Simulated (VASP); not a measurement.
# Cu5Ru7Au8: single point with PBE

Crystal: Cu5Ru7Au8.

```
Cu Ru Au
1.0
    -5.86995    3.91895    1.95913
     5.88376    3.95838   -1.99812
    -1.95602   -3.91438   -5.88507
Cu Ru Au
5 7 8
Cartesian
  -3.9448 -0.0463 -3.9459
  2.0007 3.9600 -1.9793
  0.0857 5.8943 -1.9423
  -0.0073 3.9506 -0.0816
  -1.9103 5.8806 -0.1183
  -1.8981 -1.8990 -3.7995
  -0.1259 -0.1650 -3.8819
  2.1371 2.1010 -3.9330
  0.0568 4.1034 -3.8538
  -2.0500 -0.0829 -2.0433
  -4.0138 1.7932 -1.9368
  -1.8355 4.1227 -2.1148
  0.0042 -1.9492 -5.9721
  1.9293 0.0202 -5.8189
  0.0087 1.9796 -5.7992
  -2.0986 1.8664 -3.9535
  0.0077 2.0376 -2.1147
  5.8391 3.9086 -2.0380
  -1.9150 1.9976 -0.0286
  -3.8540 3.9305 -0.1458
```

- Program: VASP 6.6.1
- Task: single point
- Functional: PBE
- Potentials or basis: VASP PAW PBE potentials, release 64 (Cu, Ru_pv, Au)
- Cutoff: 520 eV
- k mesh: 4 × 4 × 4
- Occupations: gaussian, width 0.1 eV
- Spin: no spin polarisation
- Dipole correction: no
- Further INCAR settings: LREAL = Auto; ALGO = Fast; EDIFF = 1e-06; NBANDS = 136; ISYM = 0

```yaml
Pressure: 0.0 GPa
Largest_force: 0.049 eV/Å
Band_gap_on_the_k_mesh: zero (an odd number of electrons rules out a gap without spin polarisation)
```

Forces in eV/Å, atoms in the order of the input:
```
Cu   0.004  0.011 -0.014
Cu   0.010 -0.007  0.021
Cu  -0.001 -0.001  0.049
Cu   0.000  0.012  0.003
Cu   0.006 -0.008  0.023
Ru  -0.010 -0.007 -0.025
Ru   0.021  0.021 -0.016
Ru  -0.017 -0.023 -0.005
Ru  -0.023 -0.018 -0.016
Ru   0.009  0.033  0.002
Ru   0.017  0.029 -0.026
Ru  -0.013 -0.031  0.014
Au   0.003 -0.004  0.007
Au   0.003  0.004  0.005
Au  -0.004  0.000  0.016
Au   0.009  0.000 -0.013
Au  -0.004 -0.008 -0.006
Au  -0.004  0.001 -0.003
Au  -0.001 -0.004 -0.007
Au  -0.003  0.001 -0.009
```

Levels at points of the mesh, in eV from the Fermi level:
| k point | band 118 | band 119 | band 120 | band 121 | band 122 | band 123 |
| --- | --- | --- | --- | --- | --- | --- |
| (0.00, 0.00, 0.00) | -0.20 | -0.19 | -0.16 | -0.01 | 0.09 | 0.14 |
| (0.50, 0.00, 0.00) | -0.28 | -0.28 | -0.11 | -0.09 | 0.09 | 0.19 |
| (0.00, 0.50, 0.00) | -0.26 | -0.09 | -0.03 | 0.09 | 0.14 | 0.28 |
| (0.50, 0.50, 0.00) | -0.34 | -0.25 | -0.16 | -0.15 | -0.07 | 0.00 |
| (0.00, 0.00, 0.50) | -0.27 | -0.21 | -0.15 | -0.11 | -0.06 | 0.17 |
| (0.50, 0.00, 0.50) | -0.29 | -0.21 | -0.09 | -0.04 | 0.16 | 0.31 |
| (0.00, 0.50, 0.50) | -0.35 | -0.22 | -0.19 | -0.01 | 0.12 | 0.18 |
| (0.50, 0.50, 0.50) | -0.30 | -0.15 | -0.04 | 0.07 | 0.19 | 0.30 |

Run time: 110 min on 1 thread of Oxide Virtual Turin-like Processor, on a shared host, peak memory 0.99 GiB.

Caveat: spin-orbit coupling is left out, which moves the levels of the heavy elements.
